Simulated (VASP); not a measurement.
# Pt (P6/mmm) in VASP: further runs, part 2 of 2

VASP 6.6.1. Earlier steps stand in the parts before.

## (3) Single point, r2SCAN (13.80 Å³/atom)

This run uses another cell than the first one, of 13.80 Å³/atom.

File POSCAR:

```
Pt
1.0
    4.3130262185      0.0000000000      0.0000000000
   -2.1565131092      3.7351902724      0.0000000000
    0.0000000000      0.0000000000      2.5699078477
Pt
3
Direct
    1.0000000000      0.0000000000      1.0000000000
    0.3333333333      0.6666666667      0.5000000000
    0.6666666667      0.3333333333      0.5000000000
```

File INCAR.step1:

```
PREC = Accurate
ENCUT = 520
ISMEAR = -1
SIGMA = 0.1
LREAL = False
LASPH = True
NELM = 60
NBANDS = 22
GGA = PE
ALGO = Normal
EDIFF = 1E-4
LWAVE = True
LCHARG = False
```

File INCAR.step2:

```
PREC = Accurate
ENCUT = 520
EDIFF = 1E-7
ISMEAR = -1
SIGMA = 0.1
LREAL = False
LASPH = True
NELM = 60
ALGO = Normal
ISIF = 2
LWAVE = False
LCHARG = False
METAGGA = R2SCAN
LMIXTAU = True
NBANDS = 22
ISTART = 1
```

File KPOINTS:

```
Automatic mesh
0
Gamma
  9 9 13
```

Potentials or basis: VASP PAW PBE potentials, release 64 (Pt).

The run is started by

```
$ cat potpaw_PBE.64/Pt/POTCAR > POTCAR
$ cp INCAR.step1 INCAR
$ mpirun -np 1 vasp_std > vasp.out
$ cp INCAR.step2 INCAR
$ mpirun -np 1 vasp_std > vasp.out
```

OUTCAR:

```text
PREC = Accurate
   ENCUT = 520
   EDIFF = 1E-7
   ISMEAR = -1
   LREAL = False
   LASPH = True
   NELM = 60
   ISIF = 2
   METAGGA = R2SCAN
   ISTART = 1

 ion  position               nearest neighbor table
   1  0.000  0.000  0.000-   2 2.80   3 2.80   2 2.80   3 2.80   2 2.80   2 2.80   3 2.80   3 2.80
                             3 2.80   3 2.80   2 2.80   2 2.80
   2  0.333  0.667  0.500-   3 2.49   3 2.49   3 2.49   1 2.80   1 2.80   1 2.80   1 2.80   1 2.80
                             1 2.80
   3  0.667  0.333  0.500-   2 2.49   2 2.49   2 2.49   1 2.80   1 2.80   1 2.80   1 2.80   1 2.80
                             1 2.80

  LATTYP: Found a hexagonal cell.
 ALAT       =     4.3130262185
 C/A-ratio  =     0.5958479540

  Lattice vectors:

 A1 = (   4.3130262185,   0.0000000000,   0.0000000000)
 A2 = (  -2.1565131092,   3.7351902724,   0.0000000000)
 A3 = (   0.0000000000,   0.0000000000,   2.5699078477)

Analysis of symmetry for initial positions (statically):
=====================================================================
 Subroutine PRICEL returns:
 Original cell was already a primitive cell.

 Routine SETGRP: Setting up the symmetry group for a
 hexagonal supercell.

 Subroutine GETGRP returns: Found 24 space group operations
 (whereof 24 operations were pure point group operations)
 out of a pool of 24 trial point group operations.

The static configuration has the point symmetry D_6h.

Analysis of symmetry for dynamics (positions and initial velocities):
=====================================================================
 Subroutine PRICEL returns:
 Original cell was already a primitive cell.

 Routine SETGRP: Setting up the symmetry group for a
 hexagonal supercell.

 Subroutine GETGRP returns: Found 24 space group operations
 (whereof 24 operations were pure point group operations)
 out of a pool of 24 trial point group operations.

The dynamic configuration has the point symmetry D_6h.

 Subroutine INISYM returns: Found 24 space group operations
 (whereof 24 operations are pure point group operations),
 and found     1 'primitive' translations

----------------------------------------------------------------------------------------

                                     Primitive cell

  volume of cell :      41.4011

  direct lattice vectors                    reciprocal lattice vectors
     4.313026219  0.000000000  0.000000000     0.231855767  0.133861989  0.000000000
    -2.156513109  3.735190272  0.000000000     0.000000000  0.267723978  0.000000000
     0.000000000  0.000000000  2.569907848     0.000000000  0.000000000  0.389119011

  length of vectors
     4.313026219  4.313026218  2.569907848     0.267723978  0.267723978  0.389119011

  position of ions in fractional coordinates (direct lattice)
     0.000000000  0.000000000  0.000000000
     0.333333333  0.666666667  0.500000000
     0.666666667  0.333333333  0.500000000

  ion indices of the primitive-cell ions
   primitive index   ion index
                 1           1
                 2           2
                 3           3

----------------------------------------------------------------------------------------

 KPOINTS: Automatic mesh

Automatic generation of k-mesh.
 Grid dimensions read from file:
 generate k-points for:    9    9   13

 Generating k-lattice:

  Cartesian coordinates                     Fractional coordinates (reciprocal lattice)
     0.025761752  0.014873554  0.000000000     0.111111111  0.000000000  0.000000000
     0.000000000  0.029747109  0.000000000     0.000000000  0.111111111  0.000000000
     0.000000000  0.000000000  0.029932232     0.000000000  0.000000000  0.076923077

  Length of vectors
     0.029747109  0.029747109  0.029932232

  Shift w.r.t. Gamma in fractional coordinates (k-lattice)
     0.000000000  0.000000000  0.000000000

 Subroutine IBZKPT returns following result:
 ===========================================

 Found     84 irreducible k-points:

 Following reciprocal coordinates:
            Coordinates               Weight
  0.000000  0.000000  0.000000      1.000000
  0.111111 -0.000000  0.000000      6.000000
  0.222222 -0.000000  0.000000      6.000000
  0.333333 -0.000000  0.000000      6.000000
  0.444444 -0.000000  0.000000      6.000000
  0.111111  0.111111  0.000000      6.000000
[... 16 lines left out ...]
  0.333333  0.222222  0.076923     24.000000
  0.333333  0.333333  0.076923      4.000000
 [... further k-points ...]
   k-points           NKPTS =     84   k-points in BZ     NKDIM =     84   number of bands    NBANDS=     22
   number of dos      NEDOS =    301   number of ions     NIONS =      3
   total plane-waves  NPLWV =  20480
   dimension x,y,z NGX =    32 NGY =   32 NGZ =   20
   dimension x,y,z NGXF=    64 NGYF=   64 NGZF=   40
   ions per type =               3
   NGX,Y,Z   is equivalent  to a cutoff of  12.33, 12.33, 12.94 a.u.
   NGXF,Y,Z  is equivalent  to a cutoff of  24.67, 24.67, 25.88 a.u.
 SYSTEM =  unknown system
   PREC   = accura    normal or accurate (medium, high low for compatibility)
   ISTART =      1    job   : 0-new  1-cont  2-samecut
   ICHARG =      0    charge: 1-file 2-atom 10-const
   ISPIN  =      1    spin polarized calculation?
   LNONCOLLINEAR =      F non collinear calculations
   LSORBIT =      F    spin-orbit coupling
   LASPH  =      T    aspherical Exc in radial PAW
   ENCUT  =  520.0 eV  38.22 Ry    6.18 a.u.   8.02  8.02  4.78*2*pi/ulx,y,z
   NELM   =     60;   NELMIN=  2; NELMDL=  0     # of ELM steps
   EDIFF  = 0.1E-06   stopping-criterion for ELM
   LREAL  =      F    real-space projection
   EDIFFG = 0.1E-05   stopping-criterion for IOM
   NSW    =      0    number of steps for IOM
   IBRION =     -1    ionic relax: 0-MD 1-quasi-New 2-CG
   NFREE  =      0    steps in history (QN), initial steepest desc. (CG)
   ISIF   =      2    stress and relaxation
   ISYM   =      2    0-nonsym 1-usesym 2-fastsym
   POTIM  = 0.5000    time-step for ionic-motion
   TEBEG  =    0.0;   TEEND  =   0.0 temperature during run
   PSTRESS=    0.0 pullay stress
   NELECT =      30.0000    total number of electrons
   NUPDOWN=      -1.0000    fix difference up-down
   EMIN   =  10.00;   EMAX   =-10.00  energy-range for DOS
   EFERMI =   0.00;   METHOD = LEGACY
   ISMEAR =    -1;   SIGMA  =   0.10  broadening in eV -4-tet -1-fermi 0-gaus
   EFERMI_NEDOS =   21; number of points for ismear=-14 and -15
   IALGO  =     38    algorithm
   IMIX   =      4    mixing-type and parameters
     AMIX     =   0.40;   BMIX     =  1.00
     AMIX_MAG =   1.60;   BMIX_MAG =  1.00
  volume/ion in A,a.u.               =      13.80        93.13
  Fermi-wavevector in a.u.,A,eV,Ry     =   1.470430  2.778710 29.418046  2.162165
  Thomas-Fermi vector in A             =   2.585688
   LORBIT       =      0    0 simple, 1 ext, 2 COOP (PROOUT), +10 PAW based schemes
   METAGGA = R2SCAN    functional components
   LHFCALC =     F    Hartree Fock is set to
   AEXX    =    0.0000 exact exchange contribution
   IVDW    =     0    specifies the selected vdW correction
   LEPSILON=     F    determine dielectric tensor
   LRPA    =     F    only Hartree local field effects (RPA)
 non-spin polarized calculation
  energy-cutoff  :      520.00
  volume of cell :       41.40
 maximum number of plane-waves:      1128
   NGX = 17   NGY = 17   NGZ =  9

 number of electron      29.9999997 magnetization

 Free energy of the ion-electron system (eV)
  ---------------------------------------------------
  ext. energy  EPLUGINS =         0.00000000
  ---------------------------------------------------
  free energy    TOTEN  =      -153.39009086 eV

  energy without entropy =     -153.24654519  energy(sigma->0) =     -153.31831803

 E-fermi :  12.7336     XC(G=0): -15.2383

 val. band max:       12.7333553888   @ k =   0.3333   0.1111   0.3077
 cond. band min:      12.7335910527   @ k =   0.1111  -0.0000   0.1538
 fundamental gap:      0.0002356639
 Fermi energy:        12.7335551058

 k-point     1 :       0.0000    0.0000    0.0000
  band No.  band energies     occupation
      1       1.2663      2.00000
      2       4.7114      2.00000
      3       6.7302      2.00000
      4       7.5574      2.00000
      5       7.5574      2.00000
      6       7.5731      2.00000
[... 14 lines left out ...]
     21      21.2880      0.00000
     22      21.2880      0.00000
[... 552 lines left out ...]
  band No.  band energies     occupation
      1       3.9863      2.00000
      2       4.6810      2.00000
      3       4.6810      2.00000
      4       6.5724      2.00000
      5       6.5724      2.00000
      6       7.1247      2.00000
[... 14 lines left out ...]
     21      25.5959      0.00000
     22      29.1920      0.00000

 [... further k-points ...]
[... 5 lines left out ...]
  --------------------------------------------------------------------------------------
  -------------------------------------------------------------------------------------
  Total       12.1684786     12.1684786     12.4681792      0.0000000      0.0000000      0.0000000
  in kB      470.9062839    470.9062839    482.5043555      0.0000000      0.0000000      0.0000000
  external PRESSURE =     474.7723078 kB  Pullay stress =       0.0000000 kB

 VOLUME and BASIS-vectors are now :
 -----------------------------------------------------------------------------
  energy-cutoff  :      520.00
  volume of cell :       41.40
      direct lattice vectors                 reciprocal lattice vectors
     4.313026219  0.000000000  0.000000000     0.231855767  0.133861989  0.000000000
    -2.156513109  3.735190272  0.000000000     0.000000000  0.267723978  0.000000000
     0.000000000  0.000000000  2.569907848     0.000000000  0.000000000  0.389119011

 POSITION                                       TOTAL-FORCE (eV/Angst)
 -----------------------------------------------------------------------------------
      0.00000      0.00000      0.00000        -0.000000      0.000000      0.000000
     -0.00000      2.49013      1.28495        -0.000000      0.000000      0.000000
      2.15651      1.24506      1.28495         0.000000     -0.000000     -0.000000
 -----------------------------------------------------------------------------------
    total drift:                               -0.000000      0.000000      0.000000

  FREE ENERGIE OF THE ION-ELECTRON SYSTEM (eV)
  ---------------------------------------------------
  free  energy   TOTEN  =      -153.3900908607 eV

  energy  without entropy=     -153.2465451912  energy(sigma->0) =     -153.31831803
```

Run time: 2.2 min. Hardware: 1 thread of AMD EPYC 9R45 (Zen 5), shared host; peak memory 0.17 GiB.

What came out:

* Free energy: -153.3901 eV
* Pressure: 47.5 GPa
* Band gap on the k mesh: zero (bands 15 and 16 overlap by 1.77 eV)

Caveat: the cell stands under pressure; the PAW data sets were made with another functional, which shifts forces and pressure a little; spin-orbit coupling is left out, which moves the levels of the heavy elements.

## (4) Single point, r2SCAN (14.43 Å³/atom)

This run uses another cell than the first one, of 14.43 Å³/atom.

File POSCAR:

```
Pt
1.0
    4.3774092361      0.0000000000      0.0000000000
   -2.1887046181      3.7909476012      0.0000000000
    0.0000000000      0.0000000000      2.6082703370
Pt
3
Direct
    1.0000000000      0.0000000000      1.0000000000
    0.3333333333      0.6666666667      0.5000000000
    0.6666666667      0.3333333333      0.5000000000
```

Edit INCAR.step1 of step 3 so:

```diff
@@ -6,3 +6,3 @@
 LASPH = True
-NELM = 60
+NELM = 100
 NBANDS = 22
```

Edit INCAR.step2 of step 3 so:

```diff
@@ -7,3 +7,3 @@
 LASPH = True
-NELM = 60
+NELM = 100
 ALGO = Normal
```

File KPOINTS:

```
regular mesh
0
Gamma
  9 9 13
```

The run is started by

```
$ cat potpaw_PBE.64/Pt/POTCAR > POTCAR
$ cp INCAR.step1 INCAR
$ mpirun -np 1 vasp_std > vasp.out
$ cp INCAR.step2 INCAR
$ mpirun -np 1 vasp_std > vasp.out
```

Wall time 3.2 min (1 thread of AMD EPYC 9R45 (Zen 5), shared host); peak memory 0.18 GiB.

It converged, with:

* Free energy: -153.8277 eV
* Pressure: 27.7 GPa
* Band gap on the k mesh: zero (bands 15 and 16 overlap by 1.66 eV)

Stress tensor (GPa, compression positive):
```
27.40  0.00  0.00
 0.00 27.40  0.00
 0.00  0.00 28.42
```

Levels at points of the mesh, in eV from the Fermi level:
| k point | band 13 | band 14 | band 15 | band 16 | band 17 | band 18 |
| --- | --- | --- | --- | --- | --- | --- |
| (0.00, 0.00, 0.00) | -2.21 | -2.21 | 0.38 | 0.38 | 5.80 | 6.88 |

Caveat: the cell stands under pressure; the PAW data sets were made with another functional, which shifts forces and pressure a little; spin-orbit coupling is left out, which moves the levels of the heavy elements.

## (5) Overview

```csv
cell,k mesh,gap on the mesh (eV),pressure (GPa)
"a = 4.501, b = 4.501, c = 2.682 Å, angles 90.0, 90.0, 120.0°, 3 atoms",8 × 8 × 12,none,0.6
"a = 4.313, b = 4.313, c = 2.570 Å, angles 90.0, 90.0, 120.0°, 3 atoms",9 × 9 × 13,none,47.5
"a = 4.377, b = 4.377, c = 2.608 Å, angles 90.0, 90.0, 120.0°, 3 atoms",9 × 9 × 13,none,27.7
```

Alike in all rows: task single point; level r2SCAN; potentials or basis VASP PAW PBE potentials, release 64 (Pt); no spin polarisation; cutoff (eV) 520; smearing fermi-dirac 0.1 eV.

Caveats: the PAW data sets were made with another functional, which shifts forces and pressure a little; spin-orbit coupling is left out, which moves the levels of the heavy elements; the cell stands under pressure (at least some runs).

Absolute energies hang on the potentials; compare differences alone.
